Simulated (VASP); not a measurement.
Crystal: CuH2.

```
CELL_PARAMETERS angstrom
5.00460 0.00000 0.00000
0.00000 5.59241 0.00000
0.00000 0.00000 3.22878
ATOMIC_POSITIONS crystal
Cu 0.00000 0.00000 0.00000
Cu 0.50000 0.50000 0.50000
H 0.75000 0.66667 0.00000
H 0.75000 0.16667 0.50000
H 0.25000 0.83333 0.50000
H 0.25000 0.33333 0.00000
```

This cell differs from its parent crystal: atoms taken out.

```yaml
Program: VASP 6.6.1
Task: relaxation of cell and atoms
Functional: PBE
Potentials_or_basis: VASP PAW PBE potentials, release 64 (Cu, H)
Cutoff: 600 eV
k_mesh: 4 × 4 × 6
Occupations: gaussian, width 0.1 eV
Spin: no spin polarisation
```

At the start: pressure -16.3 GPa; volume 15.06 Å³/atom.

Question: How do energy, volume and symmetry change on relaxing?

Answer: Over 29 steps the energy falls by 833.3 meV/atom and the volume is 9.69 Å³/atom (-35.6 %); space group Pnnm (No. 58, to 0.1 Å) before and after.

Step by step:
| step | energy change (eV) | largest force (eV/Å) | pressure (GPa) | volume (Å³) |
| --- | --- | --- | --- | --- |
| 1 | 0.0000 | 0.5892 | -16.34 | 90.37 |
| 2 | -2.1946 | 0.7333 | -18.29 | 71.71 |
| 3 | -1.3134 | 1.6209 | 95.94 | 31.20 |
| 4 | -3.8754 | 0.7044 | -15.67 | 57.42 |
| 5 | -4.6799 | 0.2509 | 5.84 | 43.02 |
| 6 | -4.7135 | 0.4115 | -1.73 | 45.81 |
| 7 | -4.7186 | 0.3711 | 0.17 | 45.02 |
| 8 | -4.7139 | 0.3317 | 2.03 | 44.31 |
| 9 | -4.7548 | 0.2905 | 0.21 | 45.13 |
| 10 | -4.7689 | 0.2406 | -1.66 | 46.09 |
| 11 | -4.7989 | 0.1098 | 0.11 | 46.02 |
| 12 | -4.8066 | 0.0096 | 1.34 | 45.97 |
| 13 | -4.8071 | 0.0270 | 1.77 | 45.95 |
| 14 | -4.8389 | 0.0344 | 2.12 | 46.82 |
| 15 | -4.9075 | 0.0177 | 3.72 | 49.40 |
| 16 | -4.7791 | 0.3724 | 9.70 | 54.38 |
| 17 | -4.9189 | 0.0837 | 5.15 | 50.60 |
| 18 | -4.9324 | 0.0619 | 4.49 | 51.35 |
| 19 | -4.9613 | 0.0278 | 2.86 | 53.62 |
| 20 | -4.9794 | 0.1440 | 0.50 | 58.31 |
| 21 | -4.9795 | 0.1321 | 0.68 | 57.88 |
| 22 | -4.9861 | 0.1198 | 0.35 | 57.94 |
| 23 | -4.9943 | 0.0867 | -0.42 | 58.10 |
| 24 | -4.9943 | 0.0847 | -0.51 | 58.11 |
| 25 | -4.9963 | 0.0424 | -0.09 | 57.93 |
| 26 | -4.9969 | 0.0266 | 0.30 | 57.77 |
| 27 | -4.9969 | 0.0285 | 0.34 | 57.76 |
| 28 | -4.9977 | 0.0267 | 0.28 | 57.86 |
| 29 | -4.9996 | 0.0211 | 0.17 | 58.16 |

Final structure:
```yaml
crystal:
  lattice:
    - [4.82473, 0.00000, 0.00000]
    - [0.00000, 5.03968, 0.00000]
    - [0.00000, 0.00000, 2.39205]
  atoms:
    - { symbol: Cu, position: [0.00000, 0.00000, 0.00000] }
    - { symbol: Cu, position: [0.50000, 0.50000, 0.50000] }
    - { symbol: H, position: [0.67974, 0.63641, 0.00000] }
    - { symbol: H, position: [0.82026, 0.13641, 0.50000] }
    - { symbol: H, position: [0.17974, 0.86359, 0.50000] }
    - { symbol: H, position: [0.32026, 0.36359, 0.00000] }
```

Caveat: the cell differs from its parent crystal (atoms taken out); the volume moved by over 15 % at a fixed basis, so the end points are rough.
